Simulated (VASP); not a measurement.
# MgO in VASP: further runs

Runs on MgO. Level: PBE. Tasks: single point.

Program: VASP 6.6.1. These are calculated values, not measurements. Logs are shortened: lines on timing, memory, paths and dates and some standing lists are left out, and cuts for length are marked.

### 1 The cell of the first run

Symmetry: I4mm, No. 107, tetragonal system. The conventional cell has a = 3.008 Å, b = 3.008 Å, c = 4.254 Å, α = 90.00°, β = 90.00°, γ = 90.00°. Mg (site symmetry 4mm) has 6 O at 2.06 to 2.20 Å within 2.7 Å. Within 2.7 Å of O (site symmetry 4mm) lie 6 Mg at 2.06 to 2.20 Å.

### 2 Single point, PBE (mode 4 frozen in at -0.043 Å and mode 5 at -0.000 Å (largest displacements))

INCAR reads:

```
ALGO = Normal
EDIFF = 1E-6
ENCUT = 520
GGA = PE
ISIF = 2
ISMEAR = 0
LASPH = True
LCHARG = False
LREAL = False
LWAVE = False
NBANDS = 11
NELM = 80
PREC = Accurate
SIGMA = 0.05
```

KPOINTS reads:

```
k-points
0
Gamma
  10 10 10
```

POSCAR reads:

```
MgO
1.0
    0.0000000000      2.1272186771      2.1272186771
    2.1272186771      0.0000000000      2.1272186771
    2.1272186771      2.1272186771      0.0000000000
Mg O
1 1
Direct
   -0.0066530921      0.0066530921      0.0066530921
    0.5101070944      0.4898929056      0.4898929056
```

Potentials or basis: VASP PAW PBE potentials, release 64 (Mg, O).

Run with:

```console
> cat potpaw_PBE.64/Mg/POTCAR potpaw_PBE.64/O/POTCAR > POTCAR
> mpirun -np 1 vasp_std > vasp.out
```

OUTCAR:

```text
EDIFF = 1E-6
   ENCUT = 520
   GGA = PE
   ISIF = 2
   ISMEAR = 0
   LASPH = True
   LREAL = False
   NELM = 80
   PREC = Accurate

 ion  position               nearest neighbor table
   1  0.993  0.007  0.007-   2 2.06   2 2.13   2 2.13   2 2.13   2 2.13   2 2.20
   2  0.510  0.490  0.490-   1 2.06   1 2.13   1 2.13   1 2.13   1 2.13   1 2.20

  LATTYP: Found a face centered cubic cell.
 ALAT       =     4.2544373542

  Lattice vectors:

 A1 = (   0.0000000000,   2.1272186771,   2.1272186771)
 A2 = (   2.1272186771,   0.0000000000,   2.1272186771)
 A3 = (   2.1272186771,   2.1272186771,   0.0000000000)

Analysis of symmetry for initial positions (statically):
=====================================================================
 Subroutine PRICEL returns:
 Original cell was already a primitive cell.

 Routine SETGRP: Setting up the symmetry group for a
 face centered cubic supercell.

 Subroutine GETGRP returns: Found  8 space group operations
 (whereof  8 operations were pure point group operations)
 out of a pool of 48 trial point group operations.

The static configuration has the point symmetry C_4v.

Analysis of symmetry for dynamics (positions and initial velocities):
=====================================================================
 Subroutine PRICEL returns:
 Original cell was already a primitive cell.

 Routine SETGRP: Setting up the symmetry group for a
 face centered cubic supercell.

 Subroutine GETGRP returns: Found  8 space group operations
 (whereof  8 operations were pure point group operations)
 out of a pool of 48 trial point group operations.

The dynamic configuration has the point symmetry C_4v.

 Subroutine INISYM returns: Found  8 space group operations
 (whereof  8 operations are pure point group operations),
 and found     1 'primitive' translations

----------------------------------------------------------------------------------------

                                     Primitive cell

  volume of cell :      19.2516

  direct lattice vectors                    reciprocal lattice vectors
     0.000000000  2.127218677  2.127218677    -0.235048707  0.235048707  0.235048707
     2.127218677  0.000000000  2.127218677     0.235048707 -0.235048707  0.235048707
     2.127218677  2.127218677  0.000000000     0.235048707  0.235048707 -0.235048707

  length of vectors
     3.008341503  3.008341503  3.008341503     0.407116303  0.407116303  0.407116303

  position of ions in fractional coordinates (direct lattice)
     0.993346908  0.006653092  0.006653092
     0.510107094  0.489892906  0.489892906

  ion indices of the primitive-cell ions
   primitive index   ion index
                 1           1
                 2           2

----------------------------------------------------------------------------------------

 KPOINTS: k-points

Automatic generation of k-mesh.
 Grid dimensions read from file:
 generate k-points for:   10   10   10

 Generating k-lattice:

  Cartesian coordinates                     Fractional coordinates (reciprocal lattice)
    -0.023504871  0.023504871  0.023504871     0.100000000  0.000000000  0.000000000
     0.023504871 -0.023504871  0.023504871     0.000000000  0.100000000  0.000000000
     0.023504871  0.023504871 -0.023504871     0.000000000  0.000000000  0.100000000

  Length of vectors
     0.040711630  0.040711630  0.040711630

  Shift w.r.t. Gamma in fractional coordinates (k-lattice)
     0.000000000  0.000000000  0.000000000

 Subroutine IBZKPT returns following result:
 ===========================================

 Found    102 irreducible k-points:

 Following reciprocal coordinates:
            Coordinates               Weight
  0.000000  0.000000  0.000000      1.000000
  0.100000  0.000000  0.000000      8.000000
  0.200000  0.000000  0.000000      8.000000
  0.300000  0.000000  0.000000      8.000000
  0.400000  0.000000  0.000000      8.000000
  0.500000  0.000000  0.000000      4.000000
[... 16 lines left out ...]
 -0.100000  0.100000  0.000000      8.000000
  0.000000 -0.100000  0.100000      4.000000
 [... further k-points ...]
   k-points           NKPTS =    102   k-points in BZ     NKDIM =    102   number of bands    NBANDS=     11
   number of dos      NEDOS =    301   number of ions     NIONS =      2
   total plane-waves  NPLWV =  13824
   dimension x,y,z NGX =    24 NGY =   24 NGZ =   24
   dimension x,y,z NGXF=    48 NGYF=   48 NGZF=   48
   ions per type =               1   1
   NGX,Y,Z   is equivalent  to a cutoff of  13.26, 13.26, 13.26 a.u.
   NGXF,Y,Z  is equivalent  to a cutoff of  26.53, 26.53, 26.53 a.u.
 SYSTEM =  unknown system
   PREC   = accura    normal or accurate (medium, high low for compatibility)
   ISTART =      0    job   : 0-new  1-cont  2-samecut
   ICHARG =      2    charge: 1-file 2-atom 10-const
   ISPIN  =      1    spin polarized calculation?
   LNONCOLLINEAR =      F non collinear calculations
   LSORBIT =      F    spin-orbit coupling
   LASPH  =      T    aspherical Exc in radial PAW
   ENCUT  =  520.0 eV  38.22 Ry    6.18 a.u.   5.59  5.59  5.59*2*pi/ulx,y,z
   NELM   =     80;   NELMIN=  2; NELMDL= -5     # of ELM steps
   EDIFF  = 0.1E-05   stopping-criterion for ELM
   LREAL  =      F    real-space projection
   EDIFFG = 0.1E-04   stopping-criterion for IOM
   NSW    =      0    number of steps for IOM
   IBRION =     -1    ionic relax: 0-MD 1-quasi-New 2-CG
   NFREE  =      0    steps in history (QN), initial steepest desc. (CG)
   ISIF   =      2    stress and relaxation
   ISYM   =      2    0-nonsym 1-usesym 2-fastsym
   POTIM  = 0.5000    time-step for ionic-motion
   TEBEG  =    0.0;   TEEND  =   0.0 temperature during run
   PSTRESS=    0.0 pullay stress
   NELECT =       8.0000    total number of electrons
   NUPDOWN=      -1.0000    fix difference up-down
   EMIN   =  10.00;   EMAX   =-10.00  energy-range for DOS
   EFERMI =   0.00;   METHOD = LEGACY
   ISMEAR =     0;   SIGMA  =   0.05  broadening in eV -4-tet -1-fermi 0-gaus
   EFERMI_NEDOS =   21; number of points for ismear=-14 and -15
   IALGO  =     38    algorithm
   IMIX   =      4    mixing-type and parameters
     AMIX     =   0.40;   BMIX     =  1.00
     AMIX_MAG =   1.60;   BMIX_MAG =  1.00
  volume/ion in A,a.u.               =       9.63        64.96
  Fermi-wavevector in a.u.,A,eV,Ry     =   1.221657  2.308597 20.305965  1.492446
  Thomas-Fermi vector in A             =   2.356832
   LORBIT       =      0    0 simple, 1 ext, 2 COOP (PROOUT), +10 PAW based schemes
   GGA     = PE    functional components
   LHFCALC =     F    Hartree Fock is set to
   AEXX    =    0.0000 exact exchange contribution
   IVDW    =     0    specifies the selected vdW correction
   LEPSILON=     F    determine dielectric tensor
   LRPA    =     F    only Hartree local field effects (RPA)
 non-spin polarized calculation
 Gauss-broadening in eV      SIGMA  =   0.05
  energy-cutoff  :      520.00
  volume of cell :       19.25
 maximum number of plane-waves:       534
 NGX is ok and might be reduce to    24
   NGX = 11   NGY = 11   NGZ = 11

 number of electron       7.9999999 magnetization

 Free energy of the ion-electron system (eV)
  ---------------------------------------------------
  ext. energy  EPLUGINS =         0.00000000
  ---------------------------------------------------
  free energy    TOTEN  =       -11.89925579 eV

  energy without entropy =      -11.89925579  energy(sigma->0) =      -11.89925579

 E-fermi :   3.2966     XC(G=0): -10.9355

 val. band max:        2.9610350480   @ k =   0.0000   0.0000   0.0000
 cond. band min:       7.3993779455   @ k =   0.0000   0.0000   0.0000
 fundamental gap:      4.4383428975
 Fermi energy:         3.2966042661

 k-point     1 :       0.0000    0.0000    0.0000
  band No.  band energies     occupation
      1     -14.1495      2.00000
      2       2.9539      2.00000
      3       2.9610      2.00000
      4       2.9610      2.00000
      5       7.3994      0.00000
      6      18.6028      0.00000
      7      18.6131      0.00000
      8      18.6131      0.00000
      9      22.4211      0.00000
     10      24.1758      0.00000
     11      24.1871      0.00000

 k-point     2 :       0.1000    0.0000    0.0000
  band No.  band energies     occupation
      1     -14.0494      2.00000
      2       2.3117      2.00000
      3       2.8946      2.00000
      4       2.8975      2.00000
      5       8.0310      0.00000
      6      17.3579      0.00000
      7      18.8355      0.00000
      8      18.8396      0.00000
      9      23.4009      0.00000
     10      23.4138      0.00000
     11      24.0335      0.00000

 k-point     3 :       0.2000    0.0000    0.0000
  band No.  band energies     occupation
      1     -13.7745      2.00000
      2       1.0229      2.00000
      3       2.7333      2.00000
      4       2.7362      2.00000
      5       9.2304      0.00000
      6      15.8305      0.00000
      7      19.2705      0.00000
      8      19.2772      0.00000
      9      22.7068      0.00000
     10      22.7303      0.00000
     11      24.7555      0.00000

 k-point     4 :       0.3000    0.0000    0.0000
  band No.  band energies     occupation
      1     -13.4050      2.00000
      2      -0.2535      2.00000
      3       2.5434      2.00000
      4       2.5463      2.00000
      5      10.1968      0.00000
      6      15.0790      0.00000
      7      19.3284      0.00000
      8      19.3292      0.00000
      9      23.1681      0.00000
     10      23.1814      0.00000
     11      24.1392      0.00000

 k-point     5 :       0.4000    0.0000    0.0000
  band No.  band energies     occupation
      1     -13.0757      2.00000
      2      -1.1799      2.00000
      3       2.3965      2.00000
      4       2.3994      2.00000
      5      10.6028      0.00000
      6      15.0789      0.00000
      7      19.0823      0.00000
      8      19.0963      0.00000
      9      23.5756      0.00000
     10      24.4019      0.00000
     11      24.4314      0.00000
[... 211 lines left out ...]
 k-point    21 :      -0.2000    0.1000    0.0000
  band No.  band energies     occupation
      1     -13.5864      2.00000
      2       0.5047      2.00000
      3       2.3254      2.00000
      4       2.6963      2.00000
      5       9.9776      0.00000
      6      15.2413      0.00000
      7      18.7556      0.00000
      8      19.8541      0.00000
      9      21.4818      0.00000
     10      23.5794      0.00000
     11      25.7666      0.00000

 k-point    22 :       0.0000   -0.2000    0.1000
  band No.  band energies     occupation
      1     -13.5865      2.00000
      2       0.5025      2.00000
      3       2.3255      2.00000
      4       2.6989      2.00000
      5       9.9830      0.00000
      6      15.2319      0.00000
      7      18.7773      0.00000
      8      19.8291      0.00000
      9      21.4540      0.00000
     10      23.5844      0.00000
     11      25.8189      0.00000

 k-point    23 :      -0.1000    0.1000    0.0000
  band No.  band energies     occupation
      1     -13.8917      2.00000
      2       1.6077      2.00000
      3       2.6409      2.00000
      4       2.8497      2.00000
      5       8.8275      0.00000
      6      16.2930      0.00000
      7      18.9364      0.00000
      8      19.2671      0.00000
      9      22.0674      0.00000
     10      23.5060      0.00000
     11      25.4401      0.00000

 k-point    24 :       0.0000   -0.1000    0.1000
  band No.  band energies     occupation
      1     -13.8917      2.00000
      2       1.6063      2.00000
      3       2.6394      2.00000
      4       2.8521      2.00000
      5       8.8314      0.00000
      6      16.2877      0.00000
      7      18.9431      0.00000
      8      19.2621      0.00000
      9      22.0380      0.00000
     10      23.5089      0.00000
     11      25.4804      0.00000

 [... further k-points ...]

------------------------ aborting loop because EDIFF is reached ----------------------------------------

  FORCE on cell =-STRESS in cart. coord.  units (eV):
  Direction    XX          YY          ZZ          XY          YZ          ZX
  --------------------------------------------------------------------------------------
  -------------------------------------------------------------------------------------
  Total        0.0864532     -0.1115985     -0.1115985      0.0000000      0.0000000      0.0000000
  in kB        7.1949094     -9.2875810     -9.2875810      0.0000000      0.0000000      0.0000000
  external PRESSURE =      -3.7934175 kB  Pullay stress =       0.0000000 kB

 VOLUME and BASIS-vectors are now :
 -----------------------------------------------------------------------------
  energy-cutoff  :      520.00
  volume of cell :       19.25
      direct lattice vectors                 reciprocal lattice vectors
     0.000000000  2.127218677  2.127218677    -0.235048707  0.235048707  0.235048707
     2.127218677  0.000000000  2.127218677     0.235048707 -0.235048707  0.235048707
     2.127218677  2.127218677  0.000000000     0.235048707  0.235048707 -0.235048707

 POSITION                                       TOTAL-FORCE (eV/Angst)
 -----------------------------------------------------------------------------------
      0.02831      2.12722      2.12722        -0.353952      0.000000      0.000000
      2.08422      2.12722      2.12722         0.353952      0.000000      0.000000
 -----------------------------------------------------------------------------------
    total drift:                                0.000248      0.000000      0.000000

  FREE ENERGIE OF THE ION-ELECTRON SYSTEM (eV)
  ---------------------------------------------------
  free  energy   TOTEN  =       -11.8992557894 eV

  energy  without entropy=      -11.8992557894  energy(sigma->0) =      -11.89925579
```

Run time: 8.7 s. Hardware: 1 thread of Intel Xeon 6975P-C, shared host; peak memory 0.15 GiB.

What came out:

```yaml
Free_energy: -11.8993 eV
Pressure: -0.4 GPa
Largest_force: 0.354 eV/Å
Band_gap_on_the_k_mesh: 4.44 eV, direct
```

Forces in eV/Å, atoms in the order of the input:
```
Mg  -0.354  0.000  0.000
O    0.354  0.000  0.000
```

Levels at points of the mesh, in eV from the valence-band top:
| k point | band 1 | band 2 | band 3 | band 4 | band 5 | band 6 | band 7 | band 8 | band 9 |
| --- | --- | --- | --- | --- | --- | --- | --- | --- | --- |
| (0.00, 0.00, 0.00) | -17.11 | -0.01 | 0.00 | 0.00 | 4.44 | 15.64 | 15.65 | 15.65 | 19.46 |
| (0.50, 0.00, 0.00) | -15.90 | -4.48 | -0.62 | -0.62 | 7.71 | 12.25 | 16.00 | 16.02 | 20.43 |
| (0.50, 0.50, 0.00) | -15.65 | -3.96 | -1.31 | -1.31 | 9.10 | 9.62 | 12.79 | 18.51 | 18.56 |
| (0.00, 0.50, 0.50) | -15.66 | -3.95 | -1.30 | -1.30 | 9.09 | 9.61 | 12.79 | 18.53 | 18.53 |

Caveat: the cell differs from its parent crystal (mode 4 frozen in at -0.043 Å and mode 5 at -0.000 Å (largest displacements)).

### 3 Single point, PBE (mode 4 frozen in at -0.043 Å and mode 5 at -0.043 Å (largest displacements))

INCAR reads:

```
PREC = Accurate ; ENCUT = 520
EDIFF = 1E-7 ; ISMEAR = 0
SIGMA = 0.05 ; LREAL = F
LASPH = T ; NELM = 60
ALGO = Normal ; ISIF = 2
LWAVE = F ; LCHARG = T
GGA = PE ; LELF = T
LVHAR = T ; NBANDS = 11
```

KPOINTS reads:

```
Automatic mesh
0
Gamma
  10 10 10
```

POSCAR reads:

```
MgO
1.0
    0.0000000000      2.1272186771      2.1272186771
    2.1272186771      0.0000000000      2.1272186771
    2.1272186771      2.1272186771      0.0000000000
Mg O
1 1
Direct
    0.0000000000      0.0000000000      0.0133061842
    0.5000000000      0.5000000000      0.4797858112
```

Potentials or basis: VASP PAW PBE potentials, release 64 (Mg, O).

Run with:

```console
> cat potpaw_PBE.64/Mg/POTCAR potpaw_PBE.64/O/POTCAR > POTCAR
> mpirun -np 1 vasp_std > vasp.out
```

Run time: 16 s. Hardware: 1 thread of Intel Xeon 6975P-C, shared host; peak memory 0.17 GiB.

It converged, with:

| Property | Result |
| --- | --- |
| Free energy | -11.8871 eV |
| Pressure | 0.1 GPa |
| Largest force | 0.490 eV/Å |
| Band gap on the k mesh | 4.44 eV, direct |

Forces in eV/Å, atoms in the order of the input:
```
Mg  -0.346 -0.346  0.000
O    0.346  0.346  0.000
```

Stress tensor (GPa, compression positive):
```
 0.63 -0.24  0.00
-0.24  0.63  0.00
 0.00  0.00 -1.01
```

Levels at points of the mesh, in eV from the valence-band top:
```tsv
k point	band 2	band 3	band 4	band 5	band 6	band 7
(0.00, 0.00, 0.00)	-0.02	0.00	0.00	4.44	15.63	15.67
(0.50, 0.00, 0.00)	-4.48	-0.62	-0.60	7.70	12.21	15.98
(0.00, 0.00, 0.50)	-4.48	-0.63	-0.61	7.73	12.24	16.00
(0.50, 0.50, 0.00)	-3.96	-1.32	-1.30	9.12	9.60	12.79
(0.00, 0.50, 0.50)	-3.95	-1.31	-1.30	9.10	9.59	12.80
```

Caveat: the cell differs from its parent crystal (mode 4 frozen in at -0.043 Å and mode 5 at -0.043 Å (largest displacements)).
